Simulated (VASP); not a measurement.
# Re (P6_3/mmc) in VASP: further runs, part 2 of 2

VASP 6.6.1. The steps go on from the part before.

## (3) Relaxation of cell and atoms, PBE, target pressure 10 GPa, at which the enthalpy is minimised

The input, INCAR:

```
SYSTEM = Re
ALGO = Normal ; EDIFF = 1E-6
EDIFFG = -0.01 ; ENCUT = 600
GGA = PE ; IBRION = 2
ISIF = 3 ; ISMEAR = -1
LASPH = .TRUE. ; LCHARG = .FALSE.
LREAL = .FALSE. ; LWAVE = .FALSE.
NELM = 80 ; NSW = 80
PREC = Accurate ; PSTRESS = 100.0
SIGMA = 0.05
```

The input, KPOINTS:

```
k-points
0
G
  11 11 6
  0 0 0
```

The input, POSCAR:

```
Re
1.0
    2.7608000000      0.0000000000      0.0000000000
   -1.3804000000      2.3909229348      0.0000000000
    0.0000000000      0.0000000000      4.4582000000
Re
2
Direct
    0.6666666667      0.3333333333      0.7500000000
    0.3333333333      0.6666666667      0.2500000000
```

Potentials or basis: VASP PAW PBE potentials, release 64 (Re).

Launch:

```
$ cat potpaw_PBE.64/Re/POTCAR > POTCAR
$ mpirun -np 1 vasp_std > vasp.out
```

OUTCAR:

```text
SYSTEM = Re
   EDIFF = 1E-6
   EDIFFG = -0.01
   ENCUT = 600
   GGA = PE
   IBRION = 2
   ISIF = 3
   ISMEAR = -1
   LASPH = .TRUE.
   LREAL = .FALSE.
   NELM = 80
   NSW = 80
   PREC = Accurate
   PSTRESS = 100.0

 ion  position               nearest neighbor table
   1  0.667  0.333  0.750-   2 2.74   2 2.74   2 2.74   2 2.74   2 2.74   2 2.74
   2  0.333  0.667  0.250-   1 2.74   1 2.74   1 2.74   1 2.74   1 2.74   1 2.74

  LATTYP: Found a hexagonal cell.
 ALAT       =     2.7608000000
 C/A-ratio  =     1.6148217908

  Lattice vectors:

 A1 = (   2.7608000000,   0.0000000000,   0.0000000000)
 A2 = (  -1.3804000000,   2.3909229348,   0.0000000000)
 A3 = (   0.0000000000,   0.0000000000,   4.4582000000)

Analysis of symmetry for initial positions (statically):
=====================================================================
 Subroutine PRICEL returns:
 Original cell was already a primitive cell.

 Routine SETGRP: Setting up the symmetry group for a
 hexagonal supercell.

 Subroutine GETGRP returns: Found 24 space group operations
 (whereof 12 operations were pure point group operations)
 out of a pool of 24 trial point group operations.

The static configuration has the point symmetry D_3d.
 The point group associated with its full space group is D_6h.

Analysis of symmetry for dynamics (positions and initial velocities):
=====================================================================
 Subroutine PRICEL returns:
 Original cell was already a primitive cell.

 Routine SETGRP: Setting up the symmetry group for a
 hexagonal supercell.

 Subroutine GETGRP returns: Found 24 space group operations
 (whereof 12 operations were pure point group operations)
 out of a pool of 24 trial point group operations.

The dynamic configuration has the point symmetry D_3d.
 The point group associated with its full space group is D_6h.

 Subroutine INISYM returns: Found 24 space group operations
 (whereof 12 operations are pure point group operations),
 and found     1 'primitive' translations

----------------------------------------------------------------------------------------

                                     Primitive cell

  volume of cell :      29.4280

  direct lattice vectors                    reciprocal lattice vectors
     2.760800000  0.000000000  0.000000000     0.362213851  0.209124264  0.000000000
    -1.380400000  2.390922935  0.000000000     0.000000000  0.418248529  0.000000000
     0.000000000  0.000000000  4.458200000     0.000000000  0.000000000  0.224305774

  length of vectors
     2.760800000  2.760800000  4.458200000     0.418248529  0.418248529  0.224305774

  position of ions in fractional coordinates (direct lattice)
     0.666666667  0.333333333  0.750000000
     0.333333333  0.666666667  0.250000000

  ion indices of the primitive-cell ions
   primitive index   ion index
                 1           1
                 2           2

----------------------------------------------------------------------------------------

 KPOINTS: k-points
[... 52 lines left out ...]
   total plane-waves  NPLWV =  20736
   dimension x,y,z NGX =    24 NGY =   24 NGZ =   36
   dimension x,y,z NGXF=    48 NGYF=   48 NGZF=   72
   ions per type =               2
   NGX,Y,Z   is equivalent  to a cutoff of  14.45, 14.45, 13.42 a.u.
   NGXF,Y,Z  is equivalent  to a cutoff of  28.90, 28.90, 26.85 a.u.
 SYSTEM =  Re
   PREC   = accura    normal or accurate (medium, high low for compatibility)
   ISTART =      0    job   : 0-new  1-cont  2-samecut
   ICHARG =      2    charge: 1-file 2-atom 10-const
   ISPIN  =      1    spin polarized calculation?
   LNONCOLLINEAR =      F non collinear calculations
   LSORBIT =      F    spin-orbit coupling
   LASPH  =      T    aspherical Exc in radial PAW
   ENCUT  =  600.0 eV  44.10 Ry    6.64 a.u.   5.51  5.51  8.90*2*pi/ulx,y,z
   NELM   =     80;   NELMIN=  2; NELMDL= -5     # of ELM steps
   EDIFF  = 0.1E-05   stopping-criterion for ELM
   LREAL  =      F    real-space projection
   EDIFFG = -.1E-01   stopping-criterion for IOM
   NSW    =     80    number of steps for IOM
   IBRION =      2    ionic relax: 0-MD 1-quasi-New 2-CG
   NFREE  =      1    steps in history (QN), initial steepest desc. (CG)
   ISIF   =      3    stress and relaxation
   ISYM   =      2    0-nonsym 1-usesym 2-fastsym
   POTIM  = 0.5000    time-step for ionic-motion
   TEBEG  =    0.0;   TEEND  =   0.0 temperature during run
   PSTRESS=  100.0 pullay stress
   NELECT =      14.0000    total number of electrons
   NUPDOWN=      -1.0000    fix difference up-down
   EMIN   =  10.00;   EMAX   =-10.00  energy-range for DOS
   EFERMI =   0.00;   METHOD = LEGACY
   ISMEAR =    -1;   SIGMA  =   0.05  broadening in eV -4-tet -1-fermi 0-gaus
   EFERMI_NEDOS =   21; number of points for ismear=-14 and -15
   IALGO  =     38    algorithm
   IMIX   =      4    mixing-type and parameters
     AMIX     =   0.40;   BMIX     =  1.00
     AMIX_MAG =   1.60;   BMIX_MAG =  1.00
  volume/ion in A,a.u.               =      14.71        99.29
  Fermi-wavevector in a.u.,A,eV,Ry     =   1.278000  2.415070 22.222174  1.633284
  Thomas-Fermi vector in A             =   2.410568
   LORBIT       =      0    0 simple, 1 ext, 2 COOP (PROOUT), +10 PAW based schemes
   GGA     = PE    functional components
   LHFCALC =     F    Hartree Fock is set to
   AEXX    =    0.0000 exact exchange contribution
   IVDW    =     0    specifies the selected vdW correction
   LEPSILON=     F    determine dielectric tensor
   LRPA    =     F    only Hartree local field effects (RPA)
 conjugate gradient relaxation of ions
 non-spin polarized calculation
  energy-cutoff  :      600.00
  volume of cell :       29.43
 maximum number of plane-waves:      1014
 NGX is ok and might be reduce to    24
   NGX = 11   NGY = 11   NGZ = 17

--------------------------------------- Ionic step        1  -------------------------------------------

 number of electron      14.0000000 magnetization

 Free energy of the ion-electron system (eV)
  ---------------------------------------------------
  ext. energy  EPLUGINS =         0.00000000
  ---------------------------------------------------
  free energy    TOTEN  =       -24.84829514 eV

  energy without entropy =      -24.83436593  energy(sigma->0) =      -24.84133053

------------------------ aborting loop because EDIFF is reached ----------------------------------------

  FORCE on cell =-STRESS in cart. coord.  units (eV):
  Direction    XX          YY          ZZ          XY          YZ          ZX
  --------------------------------------------------------------------------------------
  -------------------------------------------------------------------------------------
  Total        1.0377255      1.0377255      1.0720392      0.0000000      0.0000000      0.0000000
  in kB       56.4979913     56.4979913     58.3661686      0.0000000      0.0000000      0.0000000
  external PRESSURE =     -42.8792829 kB  Pullay stress =     100.0000000 kB
[... 253 lines left out ...]
--------------------------------------- Ionic step        8  -------------------------------------------

 number of electron      14.0000000 magnetization

 Free energy of the ion-electron system (eV)
  ---------------------------------------------------
  ext. energy  EPLUGINS =         0.00000000
  ---------------------------------------------------
  free energy    TOTEN  =       -24.83330226 eV

  energy without entropy =      -24.81976149  energy(sigma->0) =      -24.82653188

 E-fermi :   8.0265     XC(G=0): -13.7885

 val. band max:        8.0052281027   @ k =   0.1818  -0.0000   0.1667
 cond. band min:       8.0746668236   @ k =   0.3636   0.1818   0.3333
 fundamental gap:      0.0694387209
 Fermi energy:         8.0265219234

 k-point     1 :       0.0000    0.0000    0.0000
  band No.  band energies     occupation
      1      -1.9235      2.00000
      2       1.3151      2.00000
      3       6.4084      2.00000
      4       6.4100      2.00000
      5       6.4100      2.00000
      6       7.2604      2.00000
      7       7.2604      2.00000
      8       8.2068      0.05295
      9       8.2068      0.05295
     10       8.6527      0.00001
     11      11.4296      0.00000
[... 309 lines left out ...]
 k-point    24 :       0.1818    0.0909    0.1667
  band No.  band energies     occupation
      1       0.4194      2.00000
      2       3.0406      2.00000
      3       4.4097      2.00000
      4       4.7533      2.00000
      5       6.0389      2.00000
      6       6.7394      2.00000
      7       7.3596      2.00000
      8       8.3164      0.00606
      9       9.0408      0.00000
     10       9.4381      0.00000
     11      11.8389      0.00000

 [... further k-points ...]

------------------------ aborting loop because EDIFF is reached ----------------------------------------

  FORCE on cell =-STRESS in cart. coord.  units (eV):
  Direction    XX          YY          ZZ          XY          YZ          ZX
  --------------------------------------------------------------------------------------
  -------------------------------------------------------------------------------------
  Total        1.8064157      1.8064157      1.8224886      0.0000000      0.0000000      0.0000000
  in kB       99.3891988     99.3891988    100.2735331      0.0000000      0.0000000      0.0000000
  external PRESSURE =      -0.3160231 kB  Pullay stress =     100.0000000 kB
[... 21 lines left out ...]
  energy  without entropy=      -24.8197614907  energy(sigma->0) =      -24.82653188

  enthalpy is  TOTEN    =       -23.0157851321 eV   P V=        1.8175171305

 reached required accuracy - stopping structural energy minimisation
```

CONTCAR:

```text
Re
   1.00000000000000
     2.7508989953565526    0.0000000000000000    0.0000000000000000
    -1.3754494976782763    2.3823484132564028    0.0000000000000000
     0.0000000000000000    0.0000000000000000    4.4433361924902961
  Re
     2
Direct
     0.6666666667000030    0.3333333332999970    0.7500000000000000
     0.3333333332999970    0.6666666667000030    0.2500000000000000

  0.00000000E+00  0.00000000E+00  0.00000000E+00
  0.00000000E+00  0.00000000E+00  0.00000000E+00
```

It took 100 s on 1 thread of Intel Xeon 8259CL, shared host; peak memory 0.18 GiB.

What came out:

| Property | Result |
| --- | --- |
| Free energy | -24.8333 eV |
| Relaxed volume | 14.56 Å³/atom |
| Relaxed cell | a = 2.751 Å, b = 2.751 Å, c = 4.443 Å, α = 90.00°, β = 90.00°, γ = 120.00° |
| Space group after relaxing (to 0.1 Å) | P6_3/mmc (No. 194) |
| Energy change on relaxing (the run minimises the enthalpy) | +7.5 meV/atom |
| Ionic steps | 8 |
| Pressure after relaxing | 10.0 GPa |
| Band gap on the k mesh | zero (bands 7 and 8 overlap by 3.12 eV) |

Step by step:
| step | energy change (eV) | largest force (eV/Å) | pressure (GPa) | volume (Å³) |
| --- | --- | --- | --- | --- |
| 1 | 0.0000 | 0.0000 | 5.71 | 29.43 |
| 2 | 0.1848 | 0.0000 | 31.59 | 27.78 |
| 3 | 0.0147 | 0.0000 | 9.92 | 29.12 |
| 4 | 0.0151 | 0.0000 | 9.93 | 29.12 |
| 5 | 0.0221 | 0.0000 | 11.48 | 29.01 |
| 6 | 0.0154 | 0.0000 | 10.13 | 29.11 |
| 7 | 0.0130 | 0.0000 | 9.52 | 29.15 |
| 8 | 0.0150 | 0.0000 | 9.97 | 29.12 |

Final structure:
```yaml
crystal:
  lattice:
    - [2.75090, 0.00000, 0.00000]
    - [-1.37545, 2.38235, 0.00000]
    - [0.00000, 0.00000, 4.44334]
  atoms:
    - { symbol: Re, position: [0.66667, 0.33333, 0.75000] }
    - { symbol: Re, position: [0.33333, 0.66667, 0.25000] }
```

Caveat: the cell is relaxed towards a set pressure, so the run minimises the enthalpy, not the energy; spin-orbit coupling is left out, which moves the levels of the heavy elements.

## (4) Relaxation of cell and atoms, PBE, target pressure 30 GPa, at which the enthalpy is minimised

The input, INCAR:

```
  ALGO = Normal
  EDIFF = 1E-6
  EDIFFG = -0.01
  ENCUT = 600
  GGA = PE
  IBRION = 2
  ISIF = 3
  ISMEAR = -1
  LASPH = True
  LCHARG = False
  LREAL = False
  LWAVE = False
  NELM = 80
  NSW = 80
  PREC = Accurate
  PSTRESS = 300.0
  SIGMA = 0.05
```

The input, KPOINTS:

```
k-points
0
Gamma
  11 11 6
```

POSCAR is that of step 3.

Launch:

```
$ cat potpaw_PBE.64/Re/POTCAR > POTCAR
$ mpirun -np 1 vasp_std > vasp.out
```

It took 2.1 min on 1 thread of Intel Xeon 8259CL, shared host; peak memory 0.18 GiB.

Results (log left out):

- Free energy: -24.6806 eV
- Relaxed volume: 13.94 Å³/atom
- Relaxed cell: a = 2.711 Å, b = 2.711 Å, c = 4.379 Å, α = 90.00°, β = 90.00°, γ = 120.00°
- Space group after relaxing (to 0.1 Å): P6_3/mmc (No. 194)
- Energy change on relaxing (the run minimises the enthalpy): +83.8 meV/atom
- Ionic steps: 8
- Pressure after relaxing: 30.0 GPa
- Band gap on the k mesh: zero (bands 7 and 8 overlap by 3.39 eV)

Stress tensor (GPa, compression positive):
```
29.93  0.00  0.00
 0.00 29.93  0.00
 0.00  0.00 30.07
```

The path:
```
step  energy change (eV)  largest force (eV/Å)  pressure (GPa)  volume (Å³)
   1              0.0000                0.0000            5.71        29.43
   2              5.8500                0.0000          286.77        20.91
   3              0.1302                0.0000           26.27        28.08
   4              0.1562                0.0000           28.92        27.93
   5              0.1672                0.0000           29.95        27.87
   6              0.1730                0.0000           30.52        27.84
   7              0.1456                0.0000           27.86        27.99
   8              0.1677                0.0000           29.98        27.87
```

Final structure:
```
Re
1.0
     2.71097    0.00000    0.00000
    -1.35548    2.34776    0.00000
     0.00000    0.00000    4.37904
Re
2
Direct
  0.66667 0.33333 0.75000
  0.33333 0.66667 0.25000
```

Levels at points of the mesh, in eV from the Fermi level:
| k point | band 3 | band 4 | band 5 | band 6 | band 7 | band 8 | band 9 | band 10 | band 11 |
| --- | --- | --- | --- | --- | --- | --- | --- | --- | --- |
| (0.00, 0.00, 0.00) | -1.75 | -1.75 | -1.74 | -0.84 | -0.84 | 0.17 | 0.17 | 0.72 | 3.60 |
| (0.00, 0.00, 0.50) | -2.56 | -2.56 | -1.88 | -1.88 | -1.88 | -1.88 | 2.74 | 2.74 | 2.74 |

Caveat: the cell is relaxed towards a set pressure, so the run minimises the enthalpy, not the energy; spin-orbit coupling is left out, which moves the levels of the heavy elements.

## (5) Single point, PBEsol-based global hybrid with 25 % exact exchange

This run uses another cell than the first one, of 14.29 Å³/atom.

The input, POSCAR:

```
Re
1.0
    2.7446240983      0.0000000000      0.0000000000
   -1.3723120492      2.3769141930      0.0000000000
    0.0000000000      0.0000000000      4.3822393079
Re
2
Direct
    0.6666666667      0.3333333333      0.7500000000
    0.3333333333      0.6666666667      0.2500000000
```

The input, INCAR.step1:

```
SYSTEM = Re
PREC     = Accurate       ! precision mode
ENCUT    = 520            ! plane-wave cutoff, eV
EDIFF    = 1E-5           ! SCF threshold, eV
ISMEAR   = -1             ! smearing method
SIGMA    = 0.05           ! smearing width, eV
LREAL    = .FALSE.        ! projectors in reciprocal space
LASPH    = .TRUE.         ! aspherical terms in the spheres
NELM     = 80             ! most SCF steps
ALGO     = Normal         ! electronic algorithm
ISIF     = 2              ! what is computed and relaxed
LWAVE    = .TRUE.         ! write WAVECAR
LCHARG   = .FALSE.        ! write CHGCAR
GGA      = PE             ! functional
NBANDS   = 14             ! bands
```

The input, INCAR.step2:

```
SYSTEM = Re
PREC     = Accurate       ! precision mode
ENCUT    = 520            ! plane-wave cutoff, eV
EDIFF    = 1E-6           ! SCF threshold, eV
ISMEAR   = -1             ! smearing method
SIGMA    = 0.05           ! smearing width, eV
LREAL    = .FALSE.        ! projectors in reciprocal space
LASPH    = .TRUE.         ! aspherical terms in the spheres
NELM     = 80             ! most SCF steps
ALGO     = Normal         ! electronic algorithm
ISIF     = 2              ! what is computed and relaxed
LWAVE    = .FALSE.        ! write WAVECAR
LCHARG   = .FALSE.        ! write CHGCAR
GGA      = PS             ! functional
LHFCALC  = .TRUE.         ! exact exchange
AEXX     = 0.25           ! exact-exchange fraction
PRECFOCK = Normal       
ISTART   = 1            
NBANDS   = 14             ! bands
```

The input, KPOINTS:

```
regular mesh
0
G
  6 6 3
  0 0 0
```

Launch:

```
$ cat potpaw_PBE.64/Re/POTCAR > POTCAR
$ cp INCAR.step1 INCAR
$ mpirun -np 1 vasp_std > vasp.out
$ cp INCAR.step2 INCAR
$ mpirun -np 1 vasp_std > vasp.out
```

Wall time 8.8 min (1 thread of Intel Xeon Platinum 8375C at 2.90GHz (Ice Lake), shared host); peak memory 0.16 GiB.

The run converged. Its results:

```
Free energy            : -32.6095 eV
Pressure               : -4.4 GPa
Band gap on the k mesh : zero (bands 7 and 8 overlap by 4.07 eV)
```

Stress tensor (GPa, compression positive):
```
-4.32  0.00  0.00
 0.00 -4.32  0.00
 0.00  0.00 -4.66
```

Levels at points of the mesh, in eV from the Fermi level:
```tsv
k point	band 5	band 6	band 7	band 8	band 9	band 10
(0.00, 0.00, 0.00)	-1.97	-1.03	-1.03	0.60	0.60	1.14
(0.50, 0.00, 0.00)	-2.30	-1.80	-0.86	5.31	5.95	5.99
```

Caveat: the k points lie up to 0.48 Å⁻¹ apart, too coarse for converged energies and pressures of a metal; the PAW data sets were made with another functional, which shifts forces and pressure a little; spin-orbit coupling is left out, which moves the levels of the heavy elements.

## (6) Single point, r2SCAN50

The input, POSCAR:

```
Re
1.0
    2.7608000000      0.0000000000      0.0000000000
   -1.3804000000      2.3909229348      0.0000000000
    0.0000000000      0.0000000000      4.4582000000
Re
2
Direct
    0.6666666667      0.3333333333      0.7500000000
    0.3333333333      0.6666666667      0.2500000000
```

The input, INCAR.step1:

```
  PREC = Accurate
  ENCUT = 520
  EDIFF = 1E-5
  ISMEAR = -1
  SIGMA = 0.05
  LREAL = False
  LASPH = True
  NELM = 100
  ALGO = Normal
  ISIF = 2
  LWAVE = True
  NBANDS = 14
  GGA = PE
```

The input, INCAR.step2:

```
  PREC = Accurate
  ENCUT = 520
  EDIFF = 1E-7
  ISMEAR = -1
  SIGMA = 0.05
  LREAL = False
  LASPH = True
  NELM = 100
  ALGO = Normal
  ISIF = 2
  LWAVE = False
  LCHARG = True
  METAGGA = R2SCAN
  LHFCALC = True
  AEXX = 0.5
  LMIXTAU = True
  PRECFOCK = Normal
  LELF = True
  LVHAR = True
  NBANDS = 14
  ISTART = 1
```

The input, KPOINTS:

```
regular mesh
0
Gamma
  6 6 3
```

Potentials or basis: VASP PAW PBE potentials, release 64 (Re).

Launch:

```
$ cat potpaw_PBE.64/Re/POTCAR > POTCAR
$ cp INCAR.step1 INCAR
$ mpirun -np 1 vasp_std > vasp.out
$ cp INCAR.step2 INCAR
$ mpirun -np 1 vasp_std > vasp.out
```

Wall time 51 min (1 thread of Intel Xeon Platinum 8488C (Sapphire Rapids), shared host); peak memory 0.17 GiB.

It converged, with:

```
Free energy            : -80.0538 eV
Pressure               : -27.9 GPa
Band gap on the k mesh : zero (bands 7 and 8 overlap by 4.68 eV)
```

Stress tensor (GPa, compression positive):
```
-23.83   0.00   0.00
  0.00 -23.83   0.00
  0.00   0.00 -35.93
```

Levels at points of the mesh, in eV from the Fermi level:
```
           k point  band 5  band 6  band 7  band 8  band 9  band 10
(0.00, 0.00, 0.00)   -2.76   -1.45   -1.45    0.88    1.04     1.04
(0.50, 0.00, 0.00)   -3.09   -2.58   -1.49    6.40    6.91     7.03
```

Caveat: the k points lie up to 0.47 Å⁻¹ apart, too coarse for converged energies and pressures of a metal; the PAW data sets were made with another functional, which shifts forces and pressure a little; spin-orbit coupling is left out, which moves the levels of the heavy elements.

## (7) Summary

```csv
task,level,cell,k mesh,cutoff (eV),grid for exact exchange (PRECFOCK),share of exact exchange,gap on the mesh (eV),pressure (GPa)
relaxation of cell and atoms,PBE,"relaxed to 5 GPa from a = 2.761, b = 2.761, c = 4.458 Å, angles 90.0, 90.0, 120.0°, 2 atoms",11 × 11 × 6,600,-,-,none,5.0
relaxation of cell and atoms,PBE,"relaxed to 10 GPa from a = 2.761, b = 2.761, c = 4.458 Å, angles 90.0, 90.0, 120.0°, 2 atoms",11 × 11 × 6,600,-,-,none,10.0
relaxation of cell and atoms,PBE,"relaxed to 30 GPa from a = 2.761, b = 2.761, c = 4.458 Å, angles 90.0, 90.0, 120.0°, 2 atoms",11 × 11 × 6,600,-,-,none,30.0
single point,PBEsol-based global hybrid with 25 % exact exchange,"a = 2.745, b = 2.745, c = 4.382 Å, angles 90.0, 90.0, 120.0°, 2 atoms",6 × 6 × 3,520,Normal,0.25,none,-4.4
single point,r2SCAN50,"a = 2.761, b = 2.761, c = 4.458 Å, angles 90.0, 90.0, 120.0°, 2 atoms",6 × 6 × 3,520,Normal,0.5,none,-27.9
```

Alike in all rows: potentials or basis VASP PAW PBE potentials, release 64 (Re); no spin polarisation; smearing fermi-dirac 0.05 eV.

Caveats: some runs use coarse meshes; spin-orbit coupling is left out, which moves the levels of the heavy elements; the cell is relaxed towards a set pressure, so the run minimises the enthalpy, not the energy (at least some runs); the PAW data sets were made with another functional, which shifts forces and pressure a little (at least some runs).

Total energies depend on the potentials used, so only differences within one code and one set of settings carry meaning.
